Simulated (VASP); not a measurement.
# SrVO3 (Pm-3m) in VASP: settings compared

The runs below take SrVO3 through single point, relaxation of cell and atoms, with PBEsol, BLYP.

All numbers are computed with VASP 6.6.1; they aren't measurements. Logs are shortened: lines on timing, memory, paths and dates and some standing lists are left out, and cuts for length are marked.

### 1 The cell of the first run

It takes space group Pm-3m (No. 221, cubic). Conventional cell: a = 3.841 Å, b = 3.841 Å, c = 3.841 Å, α = 90.00°, β = 90.00°, γ = 90.00°. Within 3.6 Å of Sr (site symmetry m-3m) lie 12 O at 2.72 Å and 8 V at 3.33 Å. V (site symmetry m-3m) has 6 O at 1.92 Å within 2.5 Å. O (site symmetry 4/mmm) has 2 V at 1.92 Å within 2.5 Å.

### 2 Single point, PBEsol, collinear spin, ferromagnetic start

Contents of INCAR:

```
PREC = Accurate
ENCUT = 520
EDIFF = 1E-6
ISMEAR = -1
SIGMA = 0.05
LREAL = False
LASPH = True
NELM = 150
ALGO = Normal
ISIF = 2
LWAVE = False
LCHARG = True
ISPIN = 2
MAGMOM = 0 2 0 0 0
LORBIT = 11
LMAXMIX = 4
GGA = PS
LELF = True
LVHAR = True
NBANDS = 32
```

Contents of KPOINTS:

```
Automatic mesh
0
Gamma
  7 7 7
```

Contents of POSCAR:

```
SrVO3
1.0
    3.8409000000      0.0000000000      0.0000000000
    0.0000000000      3.8409000000      0.0000000000
    0.0000000000      0.0000000000      3.8409000000
Sr V O
1 1 3
Direct
    0.5000000000      0.5000000000      0.5000000000
    0.0000000000      0.0000000000      0.0000000000
    0.0000000000      0.0000000000      0.5000000000
    0.0000000000      0.5000000000      0.0000000000
    0.5000000000      0.0000000000      0.0000000000
```

Potentials or basis: VASP PAW PBE potentials, release 64 (Sr_sv, V_sv, O).

Run with:

```sh
$ cat potpaw_PBE.64/Sr_sv/POTCAR potpaw_PBE.64/V_sv/POTCAR potpaw_PBE.64/O/POTCAR > POTCAR
$ mpirun -np 1 vasp_std > vasp.out
```

OUTCAR:

```text
PREC = Accurate
   ENCUT = 520
   EDIFF = 1E-6
   ISMEAR = -1
   LREAL = False
   LASPH = True
   NELM = 150
   ISIF = 2
   ISPIN = 2
   LORBIT = 11
   GGA = PS

 ion  position               nearest neighbor table
   1  0.500  0.500  0.500-   3 2.72   4 2.72   5 2.72   4 2.72   5 2.72   3 2.72   5 2.72   5 2.72
                             3 2.72   4 2.72   4 2.72   3 2.72   2 3.33   2 3.33   2 3.33   2 3.33
   2  0.000  0.000  0.000-   3 1.92   4 1.92   5 1.92   3 1.92   4 1.92   5 1.92   1 3.33   1 3.33
                             1 3.33   1 3.33   1 3.33   1 3.33   1 3.33   1 3.33
   3  0.000  0.000  0.500-   2 1.92   2 1.92   1 2.72   1 2.72   1 2.72   1 2.72
   4  0.000  0.500  0.000-   2 1.92   2 1.92   1 2.72   1 2.72   1 2.72   1 2.72
   5  0.500  0.000  0.000-   2 1.92   2 1.92   1 2.72   1 2.72   1 2.72   1 2.72

  LATTYP: Found a simple cubic cell.
 ALAT       =     3.8409000000

  Lattice vectors:

 A1 = (   3.8409000000,   0.0000000000,   0.0000000000)
 A2 = (   0.0000000000,   3.8409000000,   0.0000000000)
 A3 = (   0.0000000000,   0.0000000000,   3.8409000000)

Analysis of symmetry for initial positions (statically):
=====================================================================
 Subroutine PRICEL returns:
 Original cell was already a primitive cell.

 Routine SETGRP: Setting up the symmetry group for a
 simple cubic supercell.

 Subroutine GETGRP returns: Found 48 space group operations
 (whereof 48 operations were pure point group operations)
 out of a pool of 48 trial point group operations.

The static configuration has the point symmetry O_h .

Analysis of symmetry for dynamics (positions and initial velocities):
=====================================================================
 Subroutine PRICEL returns:
 Original cell was already a primitive cell.

 Routine SETGRP: Setting up the symmetry group for a
 simple cubic supercell.

 Subroutine GETGRP returns: Found 48 space group operations
 (whereof 48 operations were pure point group operations)
 out of a pool of 48 trial point group operations.

The dynamic configuration has the point symmetry O_h .

Analysis of structural, dynamic, and magnetic symmetry:
=====================================================================
 Subroutine PRICEL returns:
 Original cell was already a primitive cell.

 Routine SETGRP: Setting up the symmetry group for a
 simple cubic supercell.

 Subroutine GETGRP returns: Found 48 space group operations
 (whereof 48 operations were pure point group operations)
 out of a pool of 48 trial point group operations.

The overall configuration has the point symmetry O_h .

 Subroutine INISYM returns: Found 48 space group operations
 (whereof 48 operations are pure point group operations),
 and found     1 'primitive' translations

----------------------------------------------------------------------------------------

                                     Primitive cell

  volume of cell :      56.6629

  direct lattice vectors                    reciprocal lattice vectors
     3.840900000  0.000000000  0.000000000     0.260355646  0.000000000  0.000000000
     0.000000000  3.840900000  0.000000000     0.000000000  0.260355646  0.000000000
     0.000000000  0.000000000  3.840900000     0.000000000  0.000000000  0.260355646

  length of vectors
     3.840900000  3.840900000  3.840900000     0.260355646  0.260355646  0.260355646

  position of ions in fractional coordinates (direct lattice)
     0.500000000  0.500000000  0.500000000
     0.000000000  0.000000000  0.000000000
     0.000000000  0.000000000  0.500000000
     0.000000000  0.500000000  0.000000000
     0.500000000  0.000000000  0.000000000

  ion indices of the primitive-cell ions
   primitive index   ion index
                 1           1
                 2           2
                 3           3
                 4           4
                 5           5

[... 28 lines left out ...]
  0.000000  0.000000  0.000000      1.000000
  0.142857  0.000000  0.000000      6.000000
[... 39 lines left out ...]
   LEPSILON=     F    determine dielectric tensor
   LRPA    =     F    only Hartree local field effects (RPA)
 spin polarized calculation
  energy-cutoff  :      520.00
  volume of cell :       56.66
 maximum number of plane-waves:      1551
 NGX is ok and might be reduce to    30
   NGX = 15   NGY = 15   NGZ = 15

 number of electron      41.0000013 magnetization       0.2844494

 number of electron      41.0000017 magnetization      -0.0013448

 Free energy of the ion-electron system (eV)
  ---------------------------------------------------
  ext. energy  EPLUGINS =         0.00000000
  ---------------------------------------------------
  free energy    TOTEN  =       -41.40183837 eV

  energy without entropy =      -41.39017752  energy(sigma->0) =      -41.39600795

 E-fermi :   6.0544     XC(G=0): -11.8443

 val. band max:        6.0272763762   @ k =   0.4286   0.1429   0.1429
 cond. band min:       6.4455884565   @ k =   0.2857   0.2857   0.0000
 fundamental gap:      0.4183120803
 Fermi energy:         6.0543782037

 spin component 1

 k-point     1 :       0.0000    0.0000    0.0000
  band No.  band energies     occupation
      1     -59.4390      1.00000
      2     -33.3924      1.00000
      3     -33.3924      1.00000
      4     -33.3924      1.00000
      5     -28.2545      1.00000
      6     -13.5482      1.00000
[... 689 lines left out ...]
     31      14.9629      0.00000
     32      18.7395      0.00000
 Fermi energy:         6.0543782037

 spin component 2

 k-point     1 :       0.0000    0.0000    0.0000
  band No.  band energies     occupation
      1     -59.4402      1.00000
      2     -33.3936      1.00000
      3     -33.3936      1.00000
      4     -33.3936      1.00000
      5     -28.2544      1.00000
      6     -13.5483      1.00000
[... 689 lines left out ...]
     31      14.9628      0.00000
     32      18.7395      0.00000

------------------------ aborting loop because EDIFF is reached ----------------------------------------

  FORCE on cell =-STRESS in cart. coord.  units (eV):
  Direction    XX          YY          ZZ          XY          YZ          ZX
  --------------------------------------------------------------------------------------
  -------------------------------------------------------------------------------------
  Total       -1.4006845     -1.4006845     -1.4006845     -0.0000000     -0.0000000     -0.0000000
  in kB      -39.6051707    -39.6051707    -39.6051707     -0.0000000     -0.0000000     -0.0000000
  external PRESSURE =     -39.6051707 kB  Pullay stress =       0.0000000 kB

 VOLUME and BASIS-vectors are now :
 -----------------------------------------------------------------------------
  energy-cutoff  :      520.00
  volume of cell :       56.66
      direct lattice vectors                 reciprocal lattice vectors
     3.840900000  0.000000000  0.000000000     0.260355646  0.000000000  0.000000000
     0.000000000  3.840900000  0.000000000     0.000000000  0.260355646  0.000000000
     0.000000000  0.000000000  3.840900000     0.000000000  0.000000000  0.260355646

 POSITION                                       TOTAL-FORCE (eV/Angst)
 -----------------------------------------------------------------------------------
      1.92045      1.92045      1.92045         0.000000      0.000000      0.000000
      0.00000      0.00000      0.00000         0.000000      0.000000      0.000000
      0.00000      0.00000      1.92045         0.000000      0.000000      0.000000
      0.00000      1.92045      0.00000         0.000000      0.000000      0.000000
      1.92045      0.00000      0.00000         0.000000      0.000000      0.000000
 -----------------------------------------------------------------------------------
    total drift:                                0.000000     -0.000000      0.000000

  FREE ENERGIE OF THE ION-ELECTRON SYSTEM (eV)
  ---------------------------------------------------
  free  energy   TOTEN  =       -41.4018383682 eV

  energy  without entropy=      -41.3901775248  energy(sigma->0) =      -41.39600795

 total charge

# of ion       s       p       d       tot
------------------------------------------
    1        1.998   5.766   0.223   7.987
    2        2.289   6.356   2.969  11.614
    3        1.559   3.460   0.000   5.019
    4        1.559   3.460   0.000   5.019
    5        1.559   3.460   0.000   5.019
--------------------------------------------------
tot          8.964  22.504   3.192  34.660

 magnetization (x)

# of ion       s       p       d       tot
------------------------------------------
    1        0.000   0.000   0.000   0.000
    2       -0.000  -0.000  -0.001  -0.001
    3        0.000   0.000   0.000   0.000
    4        0.000   0.000   0.000   0.000
    5        0.000   0.000   0.000   0.000
--------------------------------------------------
tot         -0.000   0.000  -0.001  -0.001
```

Run time: 45 s. Hardware: 1 thread of AMD EPYC 9R45 (Zen 5), shared host; peak memory 0.19 GiB.

Results:

* Free energy: -41.4018 eV
* Pressure: -4.0 GPa
* Net moment: 0.00 μB per cell
* Valence electrons inside the program's atomic spheres: Sr 7.99; V 11.61; O 5.02

Levels at points of the mesh, in eV from the Fermi level:
Spin up:
```tsv
k point	band 18	band 19	band 20	band 21	band 22	band 23
(0.00, 0.00, 0.00)	-2.32	-2.32	-2.32	-0.88	-0.88	-0.88
```
Spin down:
```csv
k point,band 16,band 17,band 18,band 19,band 20,band 21,band 22,band 23,band 24,band 25
"(0.00, 0.00, 0.00)",-3.16,-3.16,-2.32,-2.32,-2.32,-0.88,-0.88,-0.88,1.39,1.39
```

Caveat: the cell stands under tension; the PAW data sets were made with another functional, which shifts forces and pressure a little; semilocal functionals often make such compounds metallic where correlation or magnetic order opens a gap, which also shifts bond lengths. With open d or f shells a metallic result of PBEsol can be an artefact of self-interaction; +U or a hybrid may open a gap.

### 3 Relaxation of cell and atoms, PBEsol, collinear spin, ferromagnetic start

Contents of INCAR:

```
  PREC = Accurate
  ENCUT = 600
  EDIFF = 1E-7
  ISMEAR = -1
  SIGMA = 0.05
  LREAL = F
  LASPH = T
  NELM = 150
  ALGO = Normal
  ISIF = 3
  LWAVE = F
  LCHARG = F
  ISPIN = 2
  MAGMOM = 0 2 0 0 0
  LORBIT = 11
  LMAXMIX = 4
  GGA = PS
  IBRION = 2
  NSW = 60
  EDIFFG = -0.01
```

KPOINTS is that of step 2.

POSCAR is that of step 2.

Potentials or basis: VASP PAW PBE potentials, release 64 (Sr_sv, V_sv, O).

Run with:

```sh
$ cat potpaw_PBE.64/Sr_sv/POTCAR potpaw_PBE.64/V_sv/POTCAR potpaw_PBE.64/O/POTCAR > POTCAR
$ mpirun -np 1 vasp_std > vasp.out
```

Wall time 1.8 min (1 thread of AMD EPYC 9R45 (Zen 5), shared host); peak memory 0.22 GiB.

The run converged. Its results:

| Item | Value |
| --- | --- |
| Free energy | -41.4239 eV |
| Relaxed volume | 11.09 Å³/atom |
| Relaxed cell | a = 3.813 Å, b = 3.813 Å, c = 3.813 Å, α = 90.00°, β = 90.00°, γ = 90.00° |
| Space group after relaxing (to 0.1 Å) | Pm-3m (No. 221) |
| Energy gained by relaxing | 3.2 meV/atom |
| Ionic steps | 3 |
| Pressure after relaxing | 0.0 GPa |
| Net moment | 0.00 μB per cell |
| Valence electrons inside the program's atomic spheres | Sr 8.00; V 11.67; O 5.03 |

Step by step:
```csv
step,energy change (eV),largest force (eV/Å),pressure (GPa),volume (Å³)
1,0.0000,0.0000,-4.10,56.66
2,-0.0008,0.0000,4.33,54.32
3,-0.0158,0.0000,-0.01,55.45
```

Final structure:
```
CELL_PARAMETERS angstrom
3.81340 0.00000 0.00000
0.00000 3.81340 0.00000
0.00000 0.00000 3.81340
ATOMIC_POSITIONS crystal
Sr 0.50000 0.50000 0.50000
V 0.00000 0.00000 0.00000
O 0.00000 0.00000 0.50000
O 0.00000 0.50000 0.00000
O 0.50000 0.00000 0.00000
```

Levels at points of the mesh, in eV from the Fermi level:
Spin up:
| k point | band 16 | band 17 | band 18 | band 19 | band 20 | band 21 | band 22 | band 23 | band 24 | band 25 |
| --- | --- | --- | --- | --- | --- | --- | --- | --- | --- | --- |
| (0.00, 0.00, 0.00) | -3.26 | -3.26 | -2.36 | -2.36 | -2.36 | -0.91 | -0.91 | -0.91 | 1.46 | 1.46 |
Spin down:
| k point | band 18 | band 19 | band 20 | band 21 | band 22 | band 23 |
| --- | --- | --- | --- | --- | --- | --- |
| (0.00, 0.00, 0.00) | -2.36 | -2.36 | -2.36 | -0.91 | -0.91 | -0.91 |

Caveat: the PAW data sets were made with another functional, which shifts forces and pressure a little; semilocal functionals often make such compounds metallic where correlation or magnetic order opens a gap, which also shifts bond lengths. With open d or f shells a metallic result of PBEsol can be an artefact of self-interaction; +U or a hybrid may open a gap.

### 4 Single point, BLYP, collinear spin, ferromagnetic start

This run uses another cell than the first one, of 11.91 Å³/atom.

Contents of INCAR:

```
SYSTEM = SrVO3
PREC = Accurate ; ENCUT = 520
EDIFF = 1E-6 ; ISMEAR = -1
SIGMA = 0.05 ; LREAL = .FALSE.
LASPH = .TRUE. ; NELM = 150
ALGO = Normal ; ISIF = 2
LWAVE = .FALSE. ; LCHARG = .TRUE.
ISPIN = 2 ; MAGMOM = 0 2 0 0 0
LORBIT = 11 ; LMAXMIX = 4
GGA = B5 ; ALDAX = 1.0
AGGAX = 1.0 ; AGGAC = 1.0
ALDAC = 0.0 ; LELF = .TRUE.
LVHAR = .TRUE. ; NBANDS = 32
```

Contents of KPOINTS:

```
Automatic mesh
0
G
  5 5 5
  0 0 0
```

POSCAR, as its differences from that of step 3:

```diff
@@ -2,5 +2,5 @@
 1.0
-    3.8409000000      0.0000000000      0.0000000000
-    0.0000000000      3.8409000000      0.0000000000
-    0.0000000000      0.0000000000      3.8409000000
+    3.9045419420      0.0000000000      0.0000000000
+    0.0000000000      3.9045419420      0.0000000000
+    0.0000000000      0.0000000000      3.9045419420
 Sr V O
```

Run with:

```sh
$ cat potpaw_PBE.64/Sr_sv/POTCAR potpaw_PBE.64/V_sv/POTCAR potpaw_PBE.64/O/POTCAR > POTCAR
$ mpirun -np 1 vasp_std > vasp.out
```

It took 89 s on 1 thread of Intel Xeon Platinum 8375C at 2.90GHz (Ice Lake), shared host; peak memory 0.2 GiB.

It converged, with:

| Item | Value |
| --- | --- |
| Free energy | -37.3786 eV |
| Pressure | 0.8 GPa |
| Net moment | 0.76 μB per cell |
| Site moments | Sr +0.00; V +0.72; O -0.00 μB |
| Valence electrons inside the program's atomic spheres | Sr 8.00; V 11.46; O 5.03 |

Levels at points of the mesh, in eV from the Fermi level:
Spin up:
| k point | band 17 | band 18 | band 19 | band 20 | band 21 | band 22 | band 23 | band 24 | band 25 | band 26 |
| --- | --- | --- | --- | --- | --- | --- | --- | --- | --- | --- |
| (0.00, 0.00, 0.00) | -2.89 | -2.16 | -2.16 | -2.16 | -1.13 | -1.13 | -1.13 | 1.07 | 1.07 | 3.89 |
Spin down:
```tsv
k point	band 16	band 17	band 18	band 19	band 20	band 21	band 22	band 23	band 24	band 25
(0.00, 0.00, 0.00)	-2.88	-2.88	-2.16	-2.16	-2.16	-0.34	-0.34	-0.34	1.44	1.44
```

Caveat: the PAW data sets were made with another functional, which shifts forces and pressure a little; semilocal functionals often make such compounds metallic where correlation or magnetic order opens a gap, which also shifts bond lengths.

### 5 Relaxation of cell and atoms, BLYP, collinear spin, ferromagnetic start

Contents of INCAR:

```
PREC = Accurate
ENCUT = 600
EDIFF = 1E-6
ISMEAR = -1
SIGMA = 0.05
LREAL = False
LASPH = True
NELM = 150
ALGO = Normal
ISIF = 3
LWAVE = False
LCHARG = False
ISPIN = 2
MAGMOM = 0 2 0 0 0
LORBIT = 11
LMAXMIX = 4
GGA = B5
ALDAX = 1.0
AGGAX = 1.0
AGGAC = 1.0
ALDAC = 0.0
IBRION = 2
NSW = 60
EDIFFG = -0.01
```

Contents of KPOINTS:

```
Automatic mesh
0
Gamma
  5 5 5
```

POSCAR, as its differences from that of step 4:

```diff
@@ -2,5 +2,5 @@
 1.0
-    3.9045419420      0.0000000000      0.0000000000
-    0.0000000000      3.9045419420      0.0000000000
-    0.0000000000      0.0000000000      3.9045419420
+    3.8409000000      0.0000000000      0.0000000000
+    0.0000000000      3.8409000000      0.0000000000
+    0.0000000000      0.0000000000      3.8409000000
 Sr V O
```

Run with:

```sh
$ cat potpaw_PBE.64/Sr_sv/POTCAR potpaw_PBE.64/V_sv/POTCAR potpaw_PBE.64/O/POTCAR > POTCAR
$ mpirun -np 1 vasp_std > vasp.out
```

Wall time 2.8 min (1 thread of Intel Xeon Platinum 8375C at 2.90GHz (Ice Lake), shared host); peak memory 0.22 GiB.

It converged, with:

* Free energy: -37.3780 eV
* Relaxed volume: 11.96 Å³/atom
* Relaxed cell: a = 3.911 Å, b = 3.911 Å, c = 3.911 Å, α = 90.00°, β = 90.00°, γ = 90.00°
* Space group after relaxing (to 0.1 Å): Pm-3m (No. 221)
* Energy gained by relaxing: 18.9 meV/atom
* Ionic steps: 3
* Pressure after relaxing: -0.1 GPa
* Net moment: 0.76 μB per cell
* Site moments: Sr +0.00; V +0.72; O -0.00 μB
* Valence electrons inside the program's atomic spheres: Sr 8.00; V 11.45; O 5.03

Step by step:
```csv
step,energy change (eV),largest force (eV/Å),pressure (GPa),volume (Å³)
1,0.0000,0.0000,10.14,56.66
2,-0.0246,0.0000,-7.22,62.75
3,-0.0944,0.0000,-0.05,59.81
```

Final structure:
```xyz
5
Lattice="3.9108 0.0000 0.0000 0.0000 3.9108 0.0000 0.0000 0.0000 3.9108" Properties=species:S:1:pos:R:3 pbc="T T T"
Sr    1.9554    1.9554    1.9554
V     0.0000    0.0000    0.0000
O     0.0000    0.0000    1.9554
O     0.0000    1.9554    0.0000
O     1.9554    0.0000    0.0000
```

Levels at points of the mesh, in eV from the Fermi level:
Spin up:
```csv
k point,band 18,band 19,band 20,band 21,band 22,band 23,band 24,band 25
"(0.00, 0.00, 0.00)",-2.14,-2.14,-2.14,-1.13,-1.13,-1.13,1.05,1.05
```
Spin down:
| k point | band 18 | band 19 | band 20 | band 21 | band 22 | band 23 |
| --- | --- | --- | --- | --- | --- | --- |
| (0.00, 0.00, 0.00) | -2.15 | -2.15 | -2.15 | -0.33 | -0.33 | -0.33 |

Caveat: the PAW data sets were made with another functional, which shifts forces and pressure a little; semilocal functionals often make such compounds metallic where correlation or magnetic order opens a gap, which also shifts bond lengths.

### 6 Overview

| task | level | cell | k mesh | cutoff (eV) | gap on the mesh (eV) | pressure (GPa) | moment (μB) | relaxed volume (Å³/atom) |
| --- | --- | --- | --- | --- | --- | --- | --- | --- |
| single point | PBEsol | a = 3.841 Å, 5 atoms | 7 × 7 × 7 | 520 | none | -4.0 | 0.00 | - |
| relaxation of cell and atoms | PBEsol | relaxed from a = 3.841 Å, 5 atoms | 7 × 7 × 7 | 600 | none | 0.0 | 0.00 | 11.09 |
| single point | BLYP | a = 3.905 Å, 5 atoms | 5 × 5 × 5 | 520 | none | 0.8 | 0.76 | - |
| relaxation of cell and atoms | BLYP | relaxed from a = 3.841 Å, 5 atoms | 5 × 5 × 5 | 600 | none | -0.1 | 0.76 | 11.96 |

Alike in all rows: potentials or basis VASP PAW PBE potentials, release 64 (Sr_sv, V_sv, O); spin collinear, ferromagnetic start; smearing fermi-dirac 0.05 eV.

Caveats: the PAW data sets were made with another functional, which shifts forces and pressure a little; semilocal functionals often make such compounds metallic where correlation or magnetic order opens a gap, which also shifts bond lengths; the cell stands under tension (at least some runs).

Absolute energies hang on the potentials; compare differences alone.
